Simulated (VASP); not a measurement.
# Bi2SbTe2S2 (R-3m) in VASP: single point with PBE

Aim: the single point of Bi2SbTe2S2 with PBE.

All numbers are computed with VASP 6.6.1; they aren't measurements. Logs are shortened: lines on timing, memory, paths and dates and some standing lists are left out, and cuts for length are marked.

### 1 The cell of the first run

The structure is trigonal, space group R-3m (No. 166). Conventional cell: a = 4.309 Å, b = 4.309 Å, c = 40.777 Å, α = 90.00°, β = 90.00°, γ = 120.00°. Within 4.0 Å of Bi (site symmetry 3m) lie 3 S at 3.05 Å and 3 Te at 3.07 Å. Sb (site symmetry -3m) has 6 S at 3.02 Å within 4.0 Å. Within 4.0 Å of Te (site symmetry 3m) lie 3 Bi at 3.07 Å and 3 Te at 3.93 Å. Within 4.0 Å of S (site symmetry 3m) lie 3 Sb at 3.02 Å and 3 Bi at 3.05 Å.

### 2 Single point, PBE

File POSCAR:

```
Bi2SbTe2S2
1.0
    2.1542620000      3.7312860000      0.0000000000
   -2.1542620000      3.7312860000      0.0000000000
    0.0000000000     -2.4875240000     13.5921760000
Bi Sb Te S
2 1 2 2
Direct
    0.5813900000      0.5813900000      0.7441700000
    0.4186100000      0.4186100000      0.2558300000
    0.0000000000      0.0000000000      0.0000000000
    0.8706600000      0.8706600000      0.6119800000
    0.1293400000      0.1293400000      0.3880200000
    0.2913400000      0.2913400000      0.8740200000
    0.7086600000      0.7086600000      0.1259800000
```

File INCAR.step1:

```
SYSTEM = Bi2SbTe2S2
ALGO = Normal ; EDIFF = 1E-6
ENCUT = 400 ; GGA = PE
GGA_COMPAT = .FALSE. ; ISIF = 2
ISMEAR = -1 ; LASPH = .TRUE.
LCHARG = .TRUE. ; LORBIT = 11
LREAL = .FALSE. ; LWAVE = .FALSE.
NBANDS = 38 ; NEDOS = 2001
NELM = 120 ; PREC = Accurate
SIGMA = 0.0113
```

File KPOINTS.step1:

```
k-points
0
G
  7 7 7
  0 0 0
```

File INCAR.step2:

```
SYSTEM = Bi2SbTe2S2
ALGO = Normal ; EDIFF = 1E-6
ENCUT = 400 ; GGA = PE
GGA_COMPAT = .FALSE. ; ICHARG = 11
ISIF = 2 ; ISMEAR = -5
LASPH = .TRUE. ; LCHARG = .FALSE.
LORBIT = 11 ; LREAL = .FALSE.
LWAVE = .FALSE. ; NBANDS = 38
NEDOS = 2001 ; NELM = 120
PREC = Accurate ; SIGMA = 0.0113
```

File KPOINTS.step2:

```
k-points
0
G
  11 11 11
  0 0 0
```

Potentials or basis: VASP PAW PBE potentials, release 64 (Bi_d, Sb, Te, S).

Started as:

```
cat potpaw_PBE.64/Bi_d/POTCAR potpaw_PBE.64/Sb/POTCAR potpaw_PBE.64/Te/POTCAR potpaw_PBE.64/S/POTCAR > POTCAR
cp INCAR.step1 INCAR
cp KPOINTS.step1 KPOINTS
mpirun -np 1 vasp_std > vasp.out
cp INCAR.step2 INCAR
cp KPOINTS.step2 KPOINTS
mpirun -np 1 vasp_std > vasp.out
```

OUTCAR:

```text
SYSTEM = Bi2SbTe2S2
   EDIFF = 1E-6
   ENCUT = 400
   GGA = PE
   ICHARG = 11
   ISIF = 2
   ISMEAR = -5
   LASPH = .TRUE.
   LORBIT = 11
   LREAL = .FALSE.
   NELM = 120
   PREC = Accurate

 ion  position               nearest neighbor table
   1  0.581  0.581  0.744-   6 3.05   6 3.05   6 3.05   4 3.07   4 3.07   4 3.07
   2  0.419  0.419  0.256-   7 3.05   7 3.05   7 3.05   5 3.07   5 3.07   5 3.07
   3  0.000  0.000  0.000-   6 3.02   7 3.02   7 3.02   7 3.02   6 3.02   6 3.02
   4  0.871  0.871  0.612-   1 3.07   1 3.07   1 3.07
   5  0.129  0.129  0.388-   2 3.07   2 3.07   2 3.07
   6  0.291  0.291  0.874-   3 3.02   3 3.02   3 3.02   1 3.05   1 3.05   1 3.05
   7  0.709  0.709  0.126-   3 3.02   3 3.02   3 3.02   2 3.05   2 3.05   2 3.05

  LATTYP: Found a trigonal (rhomboedric) cell.
 ALAT       =    13.8179244857
 COS(alpha) =     0.9513882330

  Lattice vectors:

 A1 = (   2.1542620000,   1.2437620000,  13.5921760000)
 A2 = (  -2.1542620000,   1.2437620000,  13.5921760000)
 A3 = (   0.0000000000,  -2.4875240000,  13.5921760000)

Analysis of symmetry for initial positions (statically):
=====================================================================
 Subroutine PRICEL returns:
 Original cell was already a primitive cell.

 Routine SETGRP: Setting up the symmetry group for a
 trigonal (rhombohedral) supercell.

 Subroutine GETGRP returns: Found 12 space group operations
 (whereof 12 operations were pure point group operations)
 out of a pool of 12 trial point group operations.

The static configuration has the point symmetry D_3d.

Analysis of symmetry for dynamics (positions and initial velocities):
=====================================================================
 Subroutine PRICEL returns:
 Original cell was already a primitive cell.

 Routine SETGRP: Setting up the symmetry group for a
 trigonal (rhombohedral) supercell.

 Subroutine GETGRP returns: Found 12 space group operations
 (whereof 12 operations were pure point group operations)
 out of a pool of 12 trial point group operations.

The dynamic configuration has the point symmetry D_3d.

 Subroutine INISYM returns: Found 12 space group operations
 (whereof 12 operations are pure point group operations),
 and found     1 'primitive' translations

----------------------------------------------------------------------------------------

[... 119 lines left out ...]
   ISMEAR =    -5;   SIGMA  =   0.01  broadening in eV -4-tet -1-fermi 0-gaus
   EFERMI_NEDOS =   21; number of points for ismear=-14 and -15
   IALGO  =     38    algorithm
   IMIX   =      4    mixing-type and parameters
     AMIX     =   0.40;   BMIX     =  1.00
     AMIX_MAG =   1.60;   BMIX_MAG =  1.00
  volume/ion in A,a.u.               =      31.22       210.66
  Fermi-wavevector in a.u.,A,eV,Ry     =   1.058116  1.999550 15.233226  1.119611
  Thomas-Fermi vector in A             =   2.193414
   LORBIT       =     11    0 simple, 1 ext, 2 COOP (PROOUT), +10 PAW based schemes
   GGA     = PE    functional components
   LHFCALC =     F    Hartree Fock is set to
   AEXX    =    0.0000 exact exchange contribution
   IVDW    =     0    specifies the selected vdW correction
   LEPSILON=     F    determine dielectric tensor
   LRPA    =     F    only Hartree local field effects (RPA)
 non-spin polarized calculation
 Fermi weights with tetrahedron method with Bloechl corrections
  energy-cutoff  :      400.00
  volume of cell :      218.51
 maximum number of plane-waves:      3988

 number of electron      59.0000000 magnetization

 Free energy of the ion-electron system (eV)
  ---------------------------------------------------
  ext. energy  EPLUGINS =         0.00000000
  ---------------------------------------------------
  free energy    TOTEN  =       -27.33512809 eV

  energy without entropy =      -27.33512809  energy(sigma->0) =      -27.33512809

 E-fermi :   6.0700     XC(G=0):  -9.2011

 val. band max:        6.0995302561   @ k =   0.2727   0.0909   0.2727
 cond. band min:       6.0396797316   @ k =   0.0909   0.0909   0.0909
 fundamental gap:     -0.0598505245
 Fermi energy:         6.0700291671

 k-point     1 :       0.0000    0.0000    0.0000
  band No.  band energies     occupation
      1     -17.6462      2.00000
      2     -17.6462      2.00000
      3     -17.6462      2.00000
      4     -17.6462      2.00000
      5     -17.6291      2.00000
      6     -17.6291      2.00000
[... 973 lines left out ...]
     37       8.3968      0.00000
     38       8.6843      0.00000

 [... further k-points ...]

------------------------ aborting loop because EDIFF is reached ----------------------------------------

  FORCE on cell =-STRESS in cart. coord.  units (eV):
  Direction    XX          YY          ZZ          XY          YZ          ZX
  --------------------------------------------------------------------------------------
  -------------------------------------------------------------------------------------
  Total       -1.5495019     -1.5494976     -3.6480445      0.0000000      0.0000000      0.0000000
  in kB      -11.3612642    -11.3612323    -26.7482067      0.0000000      0.0000000      0.0000000
  external PRESSURE =     -16.4902344 kB  Pullay stress =       0.0000000 kB

 VOLUME and BASIS-vectors are now :
 -----------------------------------------------------------------------------
  energy-cutoff  :      400.00
  volume of cell :      218.51
      direct lattice vectors                 reciprocal lattice vectors
     2.154262000  3.731286000  0.000000000     0.232098046  0.134002057  0.024523912
    -2.154262000  3.731286000  0.000000000    -0.232098046  0.134002057  0.024523912
     0.000000000 -2.487524000 13.592176000     0.000000000  0.000000000  0.073571737

 POSITION                                       TOTAL-FORCE (eV/Angst)
 -----------------------------------------------------------------------------------
      0.00000      2.48752     10.11489         0.000000      0.000000     -0.122444
      0.00000      2.48752      3.47729         0.000000     -0.000000      0.122444
      0.00000      0.00000      0.00000         0.000000      0.000000      0.000000
      0.00000      4.97505      8.31814         0.000000     -0.000000      0.179446
      0.00000     -0.00000      5.27404         0.000000      0.000000     -0.179446
      0.00000     -0.00000     11.87983         0.000000     -0.000000      0.899984
      0.00000      4.97505      1.71234         0.000000      0.000000     -0.899984
 -----------------------------------------------------------------------------------
    total drift:                                0.000000      0.000000      0.000000

  FREE ENERGIE OF THE ION-ELECTRON SYSTEM (eV)
  ---------------------------------------------------
  free  energy   TOTEN  =       -27.3351280915 eV

  energy  without entropy=      -27.3351280915  energy(sigma->0) =      -27.33512809

 total charge

# of ion       s       p       d       tot
------------------------------------------
    1        1.604   1.093   9.945  12.641
    2        1.604   1.093   9.945  12.641
    3        1.315   0.843   0.032   2.189
    4        1.404   1.917   0.022   3.343
    5        1.404   1.917   0.022   3.343
    6        1.385   2.237   0.000   3.622
    7        1.385   2.237   0.000   3.622
--------------------------------------------------
tot         10.099  11.336  19.966  41.401
```

OSZICAR.step1:

```text
N       E                     dE             d eps       ncg     rms          rms(c)
DAV:   1     0.475564953045E+03    0.47556E+03   -0.22497E+04  3360   0.119E+03
DAV:   2     0.253447916150E+02   -0.45022E+03   -0.43851E+03  3800   0.326E+02
DAV:   3    -0.259926186878E+02   -0.51337E+02   -0.50177E+02  4178   0.128E+02
DAV:   4    -0.282426150361E+02   -0.22500E+01   -0.22297E+01  3904   0.301E+01
DAV:   5    -0.283389284745E+02   -0.96313E-01   -0.96090E-01  4458   0.598E+00    0.107E+01
DAV:   6    -0.273304131529E+02    0.10085E+01   -0.25207E+00  3704   0.677E+00    0.712E+00
DAV:   7    -0.273692680397E+02   -0.38855E-01   -0.61189E-01  4120   0.317E+00    0.237E+00
DAV:   8    -0.273667644440E+02    0.25036E-02   -0.95479E-02  3766   0.151E+00    0.884E-01
DAV:   9    -0.273664236163E+02    0.34083E-03   -0.19446E-02  3680   0.709E-01    0.279E-01
DAV:  10    -0.273667216250E+02   -0.29801E-03   -0.26112E-03  4158   0.228E-01    0.180E-01
DAV:  11    -0.273668714674E+02   -0.14984E-03   -0.41407E-04  4330   0.919E-02    0.880E-02
DAV:  12    -0.273668965956E+02   -0.25128E-04   -0.17209E-04  3748   0.639E-02    0.179E-02
DAV:  13    -0.273668981985E+02   -0.16029E-05   -0.16173E-05  3298   0.190E-02    0.852E-03
DAV:  14    -0.273668996502E+02   -0.14517E-05   -0.32842E-06  3216   0.803E-03    0.307E-03
DAV:  15    -0.273668998496E+02   -0.19938E-06   -0.37927E-07  2056   0.391E-03
   1 F= -.27366900E+02 E0= -.27366278E+02  d E =-.124345E-02
```

It took 18 min on 1 thread of Intel Xeon 8259CL, shared host; peak memory 0.81 GiB.

Results:

- Valence electrons inside the program's atomic spheres: Bi 12.64; Sb 2.19; Te 3.34; S 3.62

Levels at points of the mesh, in eV from the Fermi level:
| k point | band 28 | band 29 | band 30 | band 31 | band 32 | band 33 |
| --- | --- | --- | --- | --- | --- | --- |
| (0.00, 0.00, 0.00) | -1.68 | -1.49 | -0.34 | 0.00 | 0.00 | 0.38 |

Caveat: spin-orbit coupling is left out, which moves the levels of the heavy elements; this functional lacks dispersion, which binds the layers, so the pressure and a relaxed spacing across them are unreliable; tetrahedron occupations give inexact forces and stress in metals.
